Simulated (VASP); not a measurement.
Runs of VASP 6.6.1 on SiC (CsCl type). The structure is that of space group Pm-3m (No. 221), or close to it. The cells are those of the table. 

```tsv
cell	smearing	gap on the mesh (eV)	pressure (GPa)
a = 2.531 Å, 2 atoms	fermi-dirac 0.08 eV	none	(b)
a = 2.451 Å, 2 atoms	fermi-dirac 0.08 eV	none	62.9
a = 2.164 Å, 2 atoms	fermi-dirac 0.08 eV	none	366.0
a = 2.587 Å, 2 atoms	fermi-dirac 0.08 eV	none	12.1
a = 2.367 Å, 2 atoms	fermi-dirac 0.08 eV	none	116.0
a = 2.164 Å, 2 atoms	tetrahedron	none	(a)
a = 2.276 Å, 2 atoms	fermi-dirac 0.08 eV	none	201.4
```

Alike in all rows: task single point; level PBE; potentials or basis VASP PAW PBE potentials, release 64 (Si, C); no spin polarisation; k mesh 14 × 14 × 14; cutoff (eV) 600.

Q: Estimate the missing entries.

A: (a) 365.6; (b) 29.1.

Caveats: the cell stands under pressure.

A gap of «none» marks levels without a gap at the run's occupations.
